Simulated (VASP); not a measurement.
# Ru (P2_1/m) in VASP: single point with PBEsol

Aim: the single point of Ru with PBEsol.

All numbers are computed with VASP 6.6.1; they aren't measurements. Logs are shortened: lines on timing, memory, paths and dates and some standing lists are left out, and cuts for length are marked.

### 1 The cell of the first run

It takes space group P2_1/m (No. 11, monoclinic). Conventional cell: a = 2.690 Å, b = 4.252 Å, c = 2.690 Å, α = 90.00°, β = 120.00°, γ = 90.00°. Within 3.4 Å of Ru (site symmetry m) lie 12 Ru at 2.59 to 2.69 Å.

### 2 Single point, PBEsol (atoms displaced along a vibrational mode)

File INCAR:

```
SYSTEM = Ru
  PREC = Accurate
  ENCUT = 520
  EDIFF = 1E-6
  ISMEAR = 0
  SIGMA = 0.15
  LREAL = .FALSE.
  LASPH = .TRUE.
  NELM = 60
  ALGO = Fast
  ISIF = 2
  LWAVE = .FALSE.
  LCHARG = .TRUE.
  GGA = PS
  LELF = .TRUE.
  LVHAR = .TRUE.
  NBANDS = 21
```

File KPOINTS:

```
Automatic mesh
0
G
  24 24 14
  0 0 0
```

File POSCAR:

```
Ru
1.0
    2.6895239996      0.0000000000      0.0000000000
   -1.3447619998      2.3291961077      0.0000000000
    0.0000000000      0.0000000000      4.2519209508
Ru
2
Direct
    0.3540685094      0.6818458690      0.2500000000
    0.6459314906      0.3181541310      0.7500000000
```

Potentials or basis: VASP PAW PBE potentials, release 64 (Ru_pv).

Command:

```bash
cat potpaw_PBE.64/Ru_pv/POTCAR > POTCAR
mpirun -np 1 vasp_std > vasp.out
```

OUTCAR:

```text
SYSTEM = Ru
   PREC = Accurate
   ENCUT = 520
   EDIFF = 1E-6
   ISMEAR = 0
   LREAL = .FALSE.
   LASPH = .TRUE.
   NELM = 60
   ISIF = 2
   GGA = PS

 ion  position               nearest neighbor table
   1  0.354  0.682  0.250-   2 2.59   2 2.59   2 2.62   2 2.62   2 2.69   2 2.69
   2  0.646  0.318  0.750-   1 2.59   1 2.59   1 2.62   1 2.62   1 2.69   1 2.69

  LATTYP: Found a hexagonal cell.
 ALAT       =     2.6895239996
 C/A-ratio  =     1.5809195052

  Lattice vectors:

 A1 = (   2.6895239996,   0.0000000000,   0.0000000000)
 A2 = (  -1.3447619998,   2.3291961077,   0.0000000000)
 A3 = (   0.0000000000,   0.0000000000,   4.2519209508)

Analysis of symmetry for initial positions (statically):
=====================================================================
 Subroutine PRICEL returns:
 Original cell was already a primitive cell.

 Routine SETGRP: Setting up the symmetry group for a
 hexagonal supercell.

 Subroutine GETGRP returns: Found  4 space group operations
 (whereof  2 operations were pure point group operations)
 out of a pool of 24 trial point group operations.

The static configuration has the point symmetry S_2 .
 The point group associated with its full space group is C_2h.

Analysis of symmetry for dynamics (positions and initial velocities):
=====================================================================
 Subroutine PRICEL returns:
 Original cell was already a primitive cell.

 Routine SETGRP: Setting up the symmetry group for a
 hexagonal supercell.

 Subroutine GETGRP returns: Found  4 space group operations
 (whereof  2 operations were pure point group operations)
 out of a pool of 24 trial point group operations.

The dynamic configuration has the point symmetry S_2 .
 The point group associated with its full space group is C_2h.

 Subroutine INISYM returns: Found  4 space group operations
 (whereof  2 operations are pure point group operations),
 and found     1 'primitive' translations

----------------------------------------------------------------------------------------

                                     Primitive cell

  volume of cell :      26.6359

  direct lattice vectors                    reciprocal lattice vectors
     2.689524000  0.000000000  0.000000000     0.371813005  0.214666338  0.000000000
    -1.344762000  2.329196108  0.000000000     0.000000000  0.429332677  0.000000000
     0.000000000  0.000000000  4.251920951     0.000000000  0.000000000  0.235187815

  length of vectors
     2.689524000  2.689524000  4.251920951     0.429332677  0.429332677  0.235187815

  position of ions in fractional coordinates (direct lattice)
     0.354068509  0.681845869  0.250000000
     0.645931491  0.318154131  0.750000000

  ion indices of the primitive-cell ions
   primitive index   ion index
                 1           1
                 2           2

----------------------------------------------------------------------------------------

 KPOINTS: Automatic mesh

Automatic generation of k-mesh.
 Grid dimensions read from file:
 generate k-points for:   24   24   14

 Generating k-lattice:

  Cartesian coordinates                     Fractional coordinates (reciprocal lattice)
     0.015492209  0.008944431  0.000000000     0.041666667  0.000000000  0.000000000
     0.000000000  0.017888862  0.000000000     0.000000000  0.041666667  0.000000000
     0.000000000  0.000000000  0.016799130     0.000000000  0.000000000  0.071428571

  Length of vectors
     0.017888862  0.017888862  0.016799130

  Shift w.r.t. Gamma in fractional coordinates (k-lattice)
     0.000000000  0.000000000  0.000000000

 Subroutine IBZKPT returns following result:
 ===========================================

 Found   2320 irreducible k-points:

 Following reciprocal coordinates:
            Coordinates               Weight
  0.000000  0.000000  0.000000      1.000000
  0.041667  0.000000  0.000000      2.000000
  0.000000  0.041667  0.000000      2.000000
 -0.041667  0.041667  0.000000      2.000000
  0.083333  0.000000  0.000000      2.000000
  0.000000  0.083333  0.000000      2.000000
[... 16 lines left out ...]
  0.333333  0.000000  0.000000      2.000000
  0.000000  0.333333  0.000000      2.000000
 [... further k-points ...]
   k-points           NKPTS =   2320   k-points in BZ     NKDIM =   2320   number of bands    NBANDS=     21
   number of dos      NEDOS =    301   number of ions     NIONS =      2
   total plane-waves  NPLWV =  12800
   dimension x,y,z NGX =    20 NGY =   20 NGZ =   32
   dimension x,y,z NGXF=    40 NGYF=   40 NGZF=   64
   ions per type =               2
   NGX,Y,Z   is equivalent  to a cutoff of  12.36, 12.36, 12.51 a.u.
   NGXF,Y,Z  is equivalent  to a cutoff of  24.72, 24.72, 25.02 a.u.
 SYSTEM =  Ru
   PREC   = accura    normal or accurate (medium, high low for compatibility)
   ISTART =      0    job   : 0-new  1-cont  2-samecut
   ICHARG =      2    charge: 1-file 2-atom 10-const
   ISPIN  =      1    spin polarized calculation?
   LNONCOLLINEAR =      F non collinear calculations
   LSORBIT =      F    spin-orbit coupling
   LASPH  =      T    aspherical Exc in radial PAW
   ENCUT  =  520.0 eV  38.22 Ry    6.18 a.u.   5.00  5.00  7.91*2*pi/ulx,y,z
   NELM   =     60;   NELMIN=  2; NELMDL= -5     # of ELM steps
   EDIFF  = 0.1E-05   stopping-criterion for ELM
   LREAL  =      F    real-space projection
   EDIFFG = 0.1E-04   stopping-criterion for IOM
   NSW    =      0    number of steps for IOM
   IBRION =     -1    ionic relax: 0-MD 1-quasi-New 2-CG
   NFREE  =      0    steps in history (QN), initial steepest desc. (CG)
   ISIF   =      2    stress and relaxation
   ISYM   =      2    0-nonsym 1-usesym 2-fastsym
   POTIM  = 0.5000    time-step for ionic-motion
   TEBEG  =    0.0;   TEEND  =   0.0 temperature during run
   PSTRESS=    0.0 pullay stress
   NELECT =      28.0000    total number of electrons
   NUPDOWN=      -1.0000    fix difference up-down
   EMIN   =  10.00;   EMAX   =-10.00  energy-range for DOS
   EFERMI =   0.00;   METHOD = LEGACY
   ISMEAR =     0;   SIGMA  =   0.15  broadening in eV -4-tet -1-fermi 0-gaus
   EFERMI_NEDOS =   21; number of points for ismear=-14 and -15
   IALGO  =     68    algorithm
   IMIX   =      4    mixing-type and parameters
     AMIX     =   0.40;   BMIX     =  1.00
     AMIX_MAG =   1.60;   BMIX_MAG =  1.00
  volume/ion in A,a.u.               =      13.32        89.87
  Fermi-wavevector in a.u.,A,eV,Ry     =   1.664582  3.145605 37.699491  2.770834
  Thomas-Fermi vector in A             =   2.751101
   LORBIT       =      0    0 simple, 1 ext, 2 COOP (PROOUT), +10 PAW based schemes
   GGA     = PS    functional components
   LHFCALC =     F    Hartree Fock is set to
   AEXX    =    0.0000 exact exchange contribution
   IVDW    =     0    specifies the selected vdW correction
   LEPSILON=     F    determine dielectric tensor
   LRPA    =     F    only Hartree local field effects (RPA)
 non-spin polarized calculation
 RMM-DIIS sequential band-by-band and
 Gauss-broadening in eV      SIGMA  =   0.15
  energy-cutoff  :      520.00
  volume of cell :       26.64
 maximum number of plane-waves:       738
   NGX =  9   NGY =  9   NGZ = 15

 number of electron      27.9999998 magnetization

 Free energy of the ion-electron system (eV)
  ---------------------------------------------------
  ext. energy  EPLUGINS =         0.00000000
  ---------------------------------------------------
  free energy    TOTEN  =       -20.31142885 eV

  energy without entropy =      -20.29174756  energy(sigma->0) =      -20.30158821

 E-fermi :  13.0714     XC(G=0): -14.3994

 val. band max:       13.0711877725   @ k =   0.2500   0.0417   0.1429
 cond. band min:      13.0720905063   @ k =   0.2500  -0.0833  -0.2857
 fundamental gap:      0.0009027338
 Fermi energy:        13.0714214109

 k-point     1 :       0.0000    0.0000    0.0000
  band No.  band energies     occupation
      1     -30.6296      2.00000
      2     -29.6585      2.00000
      3     -29.5838      2.00000
      4     -29.4512      2.00000
      5     -29.4305      2.00000
      6     -29.3896      2.00000
[... 13 lines left out ...]
     20      23.3158      0.00000
     21      23.6341      0.00000

 k-point     2 :       0.0417    0.0000    0.0000
  band No.  band energies     occupation
      1     -30.6238      2.00000
      2     -29.6629      2.00000
      3     -29.5978      2.00000
      4     -29.4649      2.00000
      5     -29.4327      2.00000
      6     -29.3919      2.00000
[... 13 lines left out ...]
     20      23.3158      0.00000
     21      23.6255      0.00000

 k-point     3 :       0.0000    0.0417    0.0000
  band No.  band energies     occupation
      1     -30.6228      2.00000
      2     -29.6706      2.00000
      3     -29.5901      2.00000
      4     -29.4568      2.00000
      5     -29.4409      2.00000
      6     -29.3929      2.00000
[... 13 lines left out ...]
     20      23.3158      0.00000
     21      23.6246      0.00000

 k-point     4 :      -0.0417    0.0417    0.0000
  band No.  band energies     occupation
      1     -30.6231      2.00000
      2     -29.6687      2.00000
      3     -29.5919      2.00000
      4     -29.4590      2.00000
      5     -29.4388      2.00000
      6     -29.3927      2.00000
[... 13 lines left out ...]
     20      23.3159      0.00000
     21      23.6249      0.00000

 k-point     5 :       0.0833    0.0000    0.0000
  band No.  band energies     occupation
      1     -30.6065      2.00000
      2     -29.6762      2.00000
      3     -29.6385      2.00000
      4     -29.5048      2.00000
      5     -29.4393      2.00000
      6     -29.3988      2.00000
[... 13 lines left out ...]
     20      23.3158      0.00000
     21      23.5983      0.00000

 k-point     6 :       0.0000    0.0833    0.0000
  band No.  band energies     occupation
      1     -30.6029      2.00000
      2     -29.7072      2.00000
      3     -29.6074      2.00000
      4     -29.4930      2.00000
      5     -29.4516      2.00000
      6     -29.4030      2.00000
[... 13 lines left out ...]
     20      23.3157      0.00000
     21      23.5951      0.00000

 k-point     7 :      -0.0833    0.0833    0.0000
  band No.  band energies     occupation
      1     -30.6037      2.00000
      2     -29.7010      2.00000
      3     -29.6132      2.00000
      4     -29.4958      2.00000
      5     -29.4492      2.00000
      6     -29.4020      2.00000
[... 13 lines left out ...]
     20      23.3157      0.00000
     21      23.5960      0.00000
[... 291 lines left out ...]
      1     -30.3897      2.00000
      2     -30.1123      2.00000
      3     -29.9298      2.00000
      4     -29.8071      2.00000
      5     -29.5166      2.00000
      6     -29.4995      2.00000
[... 13 lines left out ...]
     20      23.3206      0.00000
     21      26.1177      0.00000

 k-point    21 :       0.0000    0.2917    0.0000
  band No.  band energies     occupation
      1     -30.3383      2.00000
      2     -30.1397      2.00000
      3     -29.9521      2.00000
      4     -29.7617      2.00000
      5     -29.5552      2.00000
      6     -29.5161      2.00000
[... 13 lines left out ...]
     20      23.3473      0.00000
     21      26.0103      0.00000

 k-point    22 :      -0.2917    0.2917    0.0000
  band No.  band energies     occupation
      1     -30.3507      2.00000
      2     -30.1315      2.00000
      3     -29.9474      2.00000
      4     -29.7707      2.00000
      5     -29.5418      2.00000
      6     -29.5192      2.00000
[... 13 lines left out ...]
     20      23.3366      0.00000
     21      26.0242      0.00000

 k-point    23 :       0.3333    0.0000    0.0000
  band No.  band energies     occupation
      1     -30.3350      2.00000
      2     -30.2124      2.00000
      3     -30.0163      2.00000
      4     -29.8349      2.00000
      5     -29.5338      2.00000
      6     -29.5292      2.00000
[... 13 lines left out ...]
     20      23.3224      0.00000
     21      24.8643      0.00000

 k-point    24 :       0.0000    0.3333    0.0000
  band No.  band energies     occupation
      1     -30.2643      2.00000
      2     -30.2328      2.00000
      3     -30.0458      2.00000
      4     -29.7916      2.00000
      5     -29.6050      2.00000
      6     -29.5314      2.00000
[... 13 lines left out ...]
     20      23.3147      0.00000
     21      24.7172      0.00000

 [... further k-points ...]

------------------------ aborting loop because EDIFF is reached ----------------------------------------

  FORCE on cell =-STRESS in cart. coord.  units (eV):
  Direction    XX          YY          ZZ          XY          YZ          ZX
  --------------------------------------------------------------------------------------
  -------------------------------------------------------------------------------------
  Total       -0.1392553      0.2731790      0.1182191     -0.2158720      0.0000000      0.0000000
  in kB       -8.3763684     16.4320295      7.1110162    -12.9849485      0.0000000      0.0000000
  external PRESSURE =       5.0555591 kB  Pullay stress =       0.0000000 kB

 VOLUME and BASIS-vectors are now :
 -----------------------------------------------------------------------------
  energy-cutoff  :      520.00
  volume of cell :       26.64
      direct lattice vectors                 reciprocal lattice vectors
     2.689524000  0.000000000  0.000000000     0.371813005  0.214666338  0.000000000
    -1.344762000  2.329196108  0.000000000     0.000000000  0.429332677  0.000000000
     0.000000000  0.000000000  4.251920951     0.000000000  0.000000000  0.235187815

 POSITION                                       TOTAL-FORCE (eV/Angst)
 -----------------------------------------------------------------------------------
      0.03536      1.58815      1.06298        -0.549801     -0.528516     -0.000000
      1.30941      0.74104      3.18894         0.549801      0.528516      0.000000
 -----------------------------------------------------------------------------------
    total drift:                               -0.000000      0.000000     -0.000000

  FREE ENERGIE OF THE ION-ELECTRON SYSTEM (eV)
  ---------------------------------------------------
  free  energy   TOTEN  =       -20.3114288530 eV

  energy  without entropy=      -20.2917475619  energy(sigma->0) =      -20.30158821
```

It took 12 min on 1 thread of Intel Xeon Platinum 8375C at 2.90GHz (Ice Lake), shared host; peak memory 1 GiB.

What came out:

- Free energy: -20.3114 eV
- Pressure: 0.5 GPa
- Largest force: 0.763 eV/Å
- Band gap on the k mesh: zero (bands 14 and 15 overlap by 3.21 eV)

Forces in eV/Å, atoms in the order of the input:
```
Ru  -0.550 -0.529  0.000
Ru   0.550  0.529  0.000
```

Stress tensor (GPa, compression positive):
```
-0.84 -1.30  0.00
-1.30  1.64  0.00
 0.00  0.00  0.71
```

Caveat: the cell differs from its parent crystal (atoms displaced along a vibrational mode); the PAW data sets were made with another functional, which shifts forces and pressure a little.
